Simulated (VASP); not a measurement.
# ZrS (I4/mmm) in VASP: further runs

Runs on ZrS. Level: r2SCAN. Tasks: single point.

Everything below comes from runs of VASP 6.6.1. Logs are shortened: lines on timing, memory, paths and dates and some standing lists are left out, and cuts for length are marked.

## Step 1: The cell of the first run

The structure is tetragonal, space group I4/mmm (No. 139). The conventional cell has a = 3.750 Å, b = 3.750 Å, c = 5.068 Å, α = 90.00°, β = 90.00°, γ = 90.00°. Zr (site symmetry 4/mmm) has 6 S at 2.53 to 2.65 Å within 3.3 Å. Within 3.3 Å of S (site symmetry 4/mmm) lie 6 Zr at 2.53 to 2.65 Å.

## Step 2: Single point, r2SCAN (strain +0.015 along x and y, -0.030 along z)

The input, POSCAR:

```
ZrS
1.0
    0.0000000000      2.6516514692      2.5340905666
    2.6516514692      0.0000000000      2.5340905666
    2.6516514692      2.6516514692      0.0000000000
Zr S
1 1
Direct
    0.0000000000      0.0000000000      0.0000000000
    0.5000000000      0.5000000000      0.5000000000
```

The input, INCAR.step1:

```
SYSTEM = ZrS
PREC = Accurate
ENCUT = 520
ISMEAR = 0
SIGMA = 0.15
LREAL = .False.
LASPH = .True.
NELM = 60
NBANDS = 16
GGA = PE
ALGO = Normal
EDIFF = 1E-4
LWAVE = .True.
LCHARG = .False.
```

The input, INCAR.step2:

```
SYSTEM = ZrS
PREC = Accurate
ENCUT = 520
EDIFF = 1E-6
ISMEAR = 0
SIGMA = 0.15
LREAL = .False.
LASPH = .True.
NELM = 60
ALGO = Normal
ISIF = 2
LWAVE = .False.
LCHARG = .False.
METAGGA = R2SCAN
LMIXTAU = .True.
NBANDS = 16
ISTART = 1
```

The input, KPOINTS:

```
regular mesh
0
Gamma
  20 20 20
  0 0 0
```

Potentials or basis: VASP PAW PBE potentials, release 64 (Zr_sv, S).

Launch:

```
cat potpaw_PBE.64/Zr_sv/POTCAR potpaw_PBE.64/S/POTCAR > POTCAR
cp INCAR.step1 INCAR
mpirun -np 1 vasp_std > vasp.out
cp INCAR.step2 INCAR
mpirun -np 1 vasp_std > vasp.out
```

OUTCAR:

```text
SYSTEM = ZrS
   PREC = Accurate
   ENCUT = 520
   EDIFF = 1E-6
   ISMEAR = 0
   LREAL = .False.
   LASPH = .True.
   NELM = 60
   ISIF = 2
   METAGGA = R2SCAN
   ISTART = 1

 ion  position               nearest neighbor table
   1  0.000  0.000  0.000-   2 2.53   2 2.53   2 2.65   2 2.65   2 2.65   2 2.65
   2  0.500  0.500  0.500-   1 2.53   1 2.53   1 2.65   1 2.65   1 2.65   1 2.65

  LATTYP: Found a body centered tetragonal cell.
 ALAT       =     3.7500014704
 C/A-ratio  =     1.3515144389

  Lattice vectors:

 A1 = (   0.0000000000,  -2.6516514692,  -2.5340905666)
 A2 = (   0.0000000000,   2.6516514692,  -2.5340905666)
 A3 = (   2.6516514692,   0.0000000000,   2.5340905666)

Analysis of symmetry for initial positions (statically):
=====================================================================
 Subroutine PRICEL returns:
 Original cell was already a primitive cell.

 Routine SETGRP: Setting up the symmetry group for a
 body centered tetragonal supercell.

 Subroutine GETGRP returns: Found 16 space group operations
 (whereof 16 operations were pure point group operations)
 out of a pool of 16 trial point group operations.

The static configuration has the point symmetry D_4h.

Analysis of symmetry for dynamics (positions and initial velocities):
=====================================================================
 Subroutine PRICEL returns:
 Original cell was already a primitive cell.

 Routine SETGRP: Setting up the symmetry group for a
 body centered tetragonal supercell.

 Subroutine GETGRP returns: Found 16 space group operations
 (whereof 16 operations were pure point group operations)
 out of a pool of 16 trial point group operations.

The dynamic configuration has the point symmetry D_4h.

 Subroutine INISYM returns: Found 16 space group operations
 (whereof 16 operations are pure point group operations),
 and found     1 'primitive' translations

----------------------------------------------------------------------------------------

                                     Primitive cell

  volume of cell :      35.6357

  direct lattice vectors                    reciprocal lattice vectors
     0.000000000  2.651651469  2.534090567    -0.188561734  0.188561734  0.197309444
     2.651651469  0.000000000  2.534090567     0.188561734 -0.188561734  0.197309444
     2.651651469  2.651651469  0.000000000     0.188561734  0.188561734 -0.197309444

  length of vectors
     3.667815496  3.667815496  3.750001470     0.331725899  0.331725899  0.331725899

  position of ions in fractional coordinates (direct lattice)
     0.000000000  0.000000000  0.000000000
     0.500000000  0.500000000  0.500000000

  ion indices of the primitive-cell ions
   primitive index   ion index
                 1           1
                 2           2

----------------------------------------------------------------------------------------

 KPOINTS: regular mesh

Automatic generation of k-mesh.
 Grid dimensions read from file:
 generate k-points for:   20   20   20

 Generating k-lattice:

  Cartesian coordinates                     Fractional coordinates (reciprocal lattice)
    -0.009428087  0.009428087  0.009865472     0.050000000 -0.000000000  0.000000000
     0.009428087 -0.009428087  0.009865472    -0.000000000  0.050000000  0.000000000
     0.009428087  0.009428087 -0.009865472     0.000000000  0.000000000  0.050000000

  Length of vectors
     0.016586295  0.016586295  0.016586295

  Shift w.r.t. Gamma in fractional coordinates (k-lattice)
     0.000000000  0.000000000  0.000000000

 Subroutine IBZKPT returns following result:
 ===========================================

 Found    641 irreducible k-points:

 Following reciprocal coordinates:
            Coordinates               Weight
  0.000000  0.000000  0.000000      1.000000
  0.050000 -0.000000  0.000000      8.000000
  0.100000 -0.000000  0.000000      8.000000
  0.150000 -0.000000  0.000000      8.000000
  0.200000 -0.000000  0.000000      8.000000
  0.250000 -0.000000  0.000000      8.000000
[... 16 lines left out ...]
 -0.400000  0.050000  0.000000      8.000000
 -0.350000  0.050000  0.000000      8.000000
 [... further k-points ...]
   k-points           NKPTS =    641   k-points in BZ     NKDIM =    641   number of bands    NBANDS=     16
   number of dos      NEDOS =    301   number of ions     NIONS =      2
   total plane-waves  NPLWV =  21952
   dimension x,y,z NGX =    28 NGY =   28 NGZ =   28
   dimension x,y,z NGXF=    56 NGYF=   56 NGZF=   56
   ions per type =               1   1
   NGX,Y,Z   is equivalent  to a cutoff of  12.69, 12.69, 12.41 a.u.
   NGXF,Y,Z  is equivalent  to a cutoff of  25.38, 25.38, 24.83 a.u.
 SYSTEM =  ZrS
   PREC   = accura    normal or accurate (medium, high low for compatibility)
   ISTART =      1    job   : 0-new  1-cont  2-samecut
   ICHARG =      0    charge: 1-file 2-atom 10-const
   ISPIN  =      1    spin polarized calculation?
   LNONCOLLINEAR =      F non collinear calculations
   LSORBIT =      F    spin-orbit coupling
   LASPH  =      T    aspherical Exc in radial PAW
   ENCUT  =  520.0 eV  38.22 Ry    6.18 a.u.   6.82  6.82  6.97*2*pi/ulx,y,z
   NELM   =     60;   NELMIN=  2; NELMDL=  0     # of ELM steps
   EDIFF  = 0.1E-05   stopping-criterion for ELM
   LREAL  =      F    real-space projection
   EDIFFG = 0.1E-04   stopping-criterion for IOM
   NSW    =      0    number of steps for IOM
   IBRION =     -1    ionic relax: 0-MD 1-quasi-New 2-CG
   NFREE  =      0    steps in history (QN), initial steepest desc. (CG)
   ISIF   =      2    stress and relaxation
   ISYM   =      2    0-nonsym 1-usesym 2-fastsym
   POTIM  = 0.5000    time-step for ionic-motion
   TEBEG  =    0.0;   TEEND  =   0.0 temperature during run
   PSTRESS=    0.0 pullay stress
   NELECT =      18.0000    total number of electrons
   NUPDOWN=      -1.0000    fix difference up-down
   EMIN   =  10.00;   EMAX   =-10.00  energy-range for DOS
   EFERMI =   0.00;   METHOD = LEGACY
   ISMEAR =     0;   SIGMA  =   0.15  broadening in eV -4-tet -1-fermi 0-gaus
   EFERMI_NEDOS =   21; number of points for ismear=-14 and -15
   IALGO  =     38    algorithm
   IMIX   =      4    mixing-type and parameters
     AMIX     =   0.40;   BMIX     =  1.00
     AMIX_MAG =   1.60;   BMIX_MAG =  1.00
  volume/ion in A,a.u.               =      17.82       120.24
  Fermi-wavevector in a.u.,A,eV,Ry     =   1.303779  2.463785 23.127725  1.699840
  Thomas-Fermi vector in A             =   2.434759
   LORBIT       =      0    0 simple, 1 ext, 2 COOP (PROOUT), +10 PAW based schemes
   METAGGA = R2SCAN    functional components
   LHFCALC =     F    Hartree Fock is set to
   AEXX    =    0.0000 exact exchange contribution
   IVDW    =     0    specifies the selected vdW correction
   LEPSILON=     F    determine dielectric tensor
   LRPA    =     F    only Hartree local field effects (RPA)
 non-spin polarized calculation
 Gauss-broadening in eV      SIGMA  =   0.15
  energy-cutoff  :      520.00
  volume of cell :       35.64
 maximum number of plane-waves:       980
   NGX = 13   NGY = 13   NGZ = 13

 number of electron      17.9999999 magnetization

 Free energy of the ion-electron system (eV)
  ---------------------------------------------------
  ext. energy  EPLUGINS =         0.00000000
  ---------------------------------------------------
  free energy    TOTEN  =       -33.84515221 eV

  energy without entropy =      -33.83057510  energy(sigma->0) =      -33.83786365

 E-fermi :  11.1039     XC(G=0): -12.0428

 val. band max:       11.1019227346   @ k =  -0.3000   0.0500   0.1500
 cond. band min:      11.1053941513   @ k =  -0.1500   0.1000   0.0000
 fundamental gap:      0.0034714167
 Fermi energy:        11.1038601800

 k-point     1 :       0.0000    0.0000    0.0000
  band No.  band energies     occupation
      1     -40.7132      2.00000
      2     -18.0159      2.00000
      3     -17.9889      2.00000
      4     -17.9889      2.00000
      5      -5.7546      2.00000
      6       7.0882      2.00000
[... 8 lines left out ...]
     15      18.8438      0.00000
     16      23.3201      0.00000

 k-point     2 :       0.0500   -0.0000    0.0000
  band No.  band energies     occupation
      1     -40.7125      2.00000
      2     -18.0209      2.00000
      3     -17.9943      2.00000
      4     -17.9900      2.00000
      5      -5.7204      2.00000
      6       6.9051      2.00000
[... 8 lines left out ...]
     15      18.9525      0.00000
     16      23.1750      0.00000

 k-point     3 :       0.1000   -0.0000    0.0000
  band No.  band energies     occupation
      1     -40.7104      2.00000
      2     -18.0431      2.00000
      3     -18.0021      2.00000
      4     -17.9933      2.00000
      5      -5.6201      2.00000
      6       6.4221      2.00000
[... 8 lines left out ...]
     15      19.2454      0.00000
     16      22.7637      0.00000

 k-point     4 :       0.1500   -0.0000    0.0000
  band No.  band energies     occupation
      1     -40.7071      2.00000
      2     -18.0848      2.00000
      3     -18.0068      2.00000
      4     -17.9983      2.00000
      5      -5.4602      2.00000
      6       5.7866      2.00000
[... 8 lines left out ...]
     15      19.5871      0.00000
     16      22.2749      0.00000
[... 324 lines left out ...]
 k-point    22 :      -0.4500    0.0500    0.0000
  band No.  band energies     occupation
      1     -40.6834      2.00000
      2     -18.3764      2.00000
      3     -18.0340      2.00000
      4     -18.0310      2.00000
      5      -4.1505      2.00000
      6       2.6336      2.00000
[... 8 lines left out ...]
     15      17.2017      0.00000
     16      18.0831      0.00000

 k-point    23 :      -0.4000    0.0500    0.0000
  band No.  band energies     occupation
      1     -40.6852      2.00000
      2     -18.3540      2.00000
      3     -18.0321      2.00000
      4     -18.0298      2.00000
      5      -4.2714      2.00000
      6       2.8450      2.00000
[... 8 lines left out ...]
     15      17.7946      0.00000
     16      18.4967      0.00000

 k-point    24 :      -0.3500    0.0500    0.0000
  band No.  band energies     occupation
      1     -40.6882      2.00000
      2     -18.3163      2.00000
      3     -18.0321      2.00000
      4     -18.0240      2.00000
      5      -4.4628      2.00000
      6       3.2003      2.00000
[... 8 lines left out ...]
     15      18.7159      0.00000
     16      19.0400      0.00000

 [... further k-points ...]
[... 5 lines left out ...]
  --------------------------------------------------------------------------------------
  -------------------------------------------------------------------------------------
  Total       -0.8686375     -0.8686375      2.2924284      0.0000000      0.0000000     -0.0000000
  in kB      -39.0538765    -39.0538765    103.0674083      0.0000000      0.0000000     -0.0000000
  external PRESSURE =       8.3198851 kB  Pullay stress =       0.0000000 kB

 VOLUME and BASIS-vectors are now :
 -----------------------------------------------------------------------------
  energy-cutoff  :      520.00
  volume of cell :       35.64
      direct lattice vectors                 reciprocal lattice vectors
     0.000000000  2.651651469  2.534090567    -0.188561734  0.188561734  0.197309444
     2.651651469  0.000000000  2.534090567     0.188561734 -0.188561734  0.197309444
     2.651651469  2.651651469  0.000000000     0.188561734  0.188561734 -0.197309444

 POSITION                                       TOTAL-FORCE (eV/Angst)
 -----------------------------------------------------------------------------------
      0.00000      0.00000      0.00000         0.000000     -0.000000      0.000000
      2.65165      2.65165      2.53409        -0.000000      0.000000      0.000000
 -----------------------------------------------------------------------------------
    total drift:                                0.000000      0.000000      0.000000

  FREE ENERGIE OF THE ION-ELECTRON SYSTEM (eV)
  ---------------------------------------------------
  free  energy   TOTEN  =       -33.8451522087 eV

  energy  without entropy=      -33.8305750983  energy(sigma->0) =      -33.83786365
```

Wall time 9.9 min (1 thread of Intel Xeon 6975P-C (Granite Rapids), shared host); peak memory 0.45 GiB.

What came out:

| Item | Value |
| --- | --- |
| Free energy | -33.8452 eV |
| Pressure | 0.8 GPa |
| Band gap on the k mesh | zero (bands 9 and 10 overlap by 3.05 eV) |

Caveat: the cell differs from its parent crystal (strain +0.015 along x and y, -0.030 along z); the PAW data sets were made with another functional, which shifts forces and pressure a little.

## Step 3: Single point, r2SCAN (strain +0.030 along x and y, -0.030 along z)

The input, POSCAR:

```
ZrS
1.0
    0.0000000000      2.6908384368      2.5340905666
    2.6908384368      0.0000000000      2.5340905666
    2.6908384368      2.6908384368      0.0000000000
Zr S
1 1
Direct
    0.0000000000      0.0000000000      0.0000000000
    0.5000000000      0.5000000000      0.5000000000
```

The input, INCAR.step1:

```
PREC = Accurate
ENCUT = 520
ISMEAR = 0
SIGMA = 0.15
LREAL = F
LASPH = T
NELM = 100
NBANDS = 16
GGA = PE
ALGO = Normal
EDIFF = 1E-4
LWAVE = T
LCHARG = F
```

The input, INCAR.step2:

```
PREC = Accurate
ENCUT = 520
EDIFF = 1E-6
ISMEAR = 0
SIGMA = 0.15
LREAL = F
LASPH = T
NELM = 100
ALGO = Normal
ISIF = 2
LWAVE = F
LCHARG = T
METAGGA = R2SCAN
LMIXTAU = T
LELF = T
LVHAR = T
NBANDS = 16
ISTART = 1
```

The input, KPOINTS:

```
Automatic mesh
0
Gamma
  20 20 20
```

Potentials or basis: VASP PAW PBE potentials, release 64 (Zr_sv, S).

Launch:

```
cat potpaw_PBE.64/Zr_sv/POTCAR potpaw_PBE.64/S/POTCAR > POTCAR
cp INCAR.step1 INCAR
mpirun -np 1 vasp_std > vasp.out
cp INCAR.step2 INCAR
mpirun -np 1 vasp_std > vasp.out
```

It took 20 min on 1 thread of Intel Xeon Platinum 8488C (Sapphire Rapids), shared host; peak memory 0.47 GiB.

Results (log left out):

| Property | Result |
| --- | --- |
| Free energy | -33.8052 eV |
| Pressure | -2.5 GPa |
| Band gap on the k mesh | zero (bands 9 and 10 overlap by 2.93 eV) |

Stress tensor (GPa, compression positive):
```
-8.10  0.00  0.00
 0.00 -8.10  0.00
 0.00  0.00  8.62
```

Levels at points of the mesh, in eV from the Fermi level:
```
           k point  band 7  band 8  band 9  band 10  band 11  band 12
(0.00, 0.00, 0.00)   -4.01   -3.85   -1.57    -1.57    -0.95    -0.76
(0.50, 0.00, 0.00)   -6.42   -6.35    1.36     1.63     1.87     2.07
(0.50, 0.50, 0.00)   -5.11   -5.11   -3.41     0.76     2.28     2.28
(0.50, 0.00, 0.50)   -4.84   -4.79   -3.45     0.40     2.16     2.50
```

Caveat: the cell differs from its parent crystal (strain +0.030 along x and y, -0.030 along z); the PAW data sets were made with another functional, which shifts forces and pressure a little.

(Part 1 of 2 ends here.)
